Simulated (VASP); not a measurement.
Wanted: the native input for a VASP 6.6.1 run.

```
Task                   : single point
Functional             : PBE
Potentials or basis    : VASP PAW PBE potentials, release 64 (Cs_sv, Br)
Cutoff                 : 500 eV
k mesh                 : 6 × 6 × 6
Occupations            : gaussian, width 0.01 eV
Spin                   : no spin polarisation
Dipole correction      : no
Further INCAR settings : ALGO = Normal; EDIFF = 1e-06; NBANDS = 15
```

The structure of CsBr lies in POSCAR:

```
CsBr
1.0
    4.3196005605      0.0000000000      0.0000000000
    0.0000000000      4.3196005605      0.0000000000
    0.0000000000      0.0000000000      4.3196005605
Cs Br
1 1
Direct
    0.0000000000      0.0000000000      0.0000000000
    0.5000000000      0.5000000000      0.5000000000
```

The input as run:

INCAR

```
SYSTEM = CsBr
PREC = Accurate
ENCUT = 500
EDIFF = 1E-6
ISMEAR = 0
SIGMA = 0.01
LREAL = .FALSE.
LASPH = .TRUE.
NELM = 120
ALGO = Normal
ISIF = 2
LWAVE = .FALSE.
LCHARG = .FALSE.
GGA = PE
NBANDS = 15
GGA_COMPAT = .FALSE.
```

KPOINTS

```
regular mesh
0
G
  6 6 6
  0 0 0
```

Potentials or basis: VASP PAW PBE potentials, release 64 (Cs_sv, Br).

Run with:

```sh
$ cat potpaw_PBE.64/Cs_sv/POTCAR potpaw_PBE.64/Br/POTCAR > POTCAR
$ mpirun -np 1 vasp_std > vasp.out
```

Results of the run:

```json
{
  "Pressure": "0.7 GPa",
  "Band gap on the k mesh": "4.42 eV (least direct gap 4.43 eV)"
}
```

Caveat: spin-orbit coupling is left out, which moves the levels of the heavy elements.

Wall time 12 s on 1 thread of Intel(R) Xeon(R) Platinum 8259CL CPU @ 2.50GHz (Skylake/Cascade Lake) (shared host), peak memory 0.18 GiB.
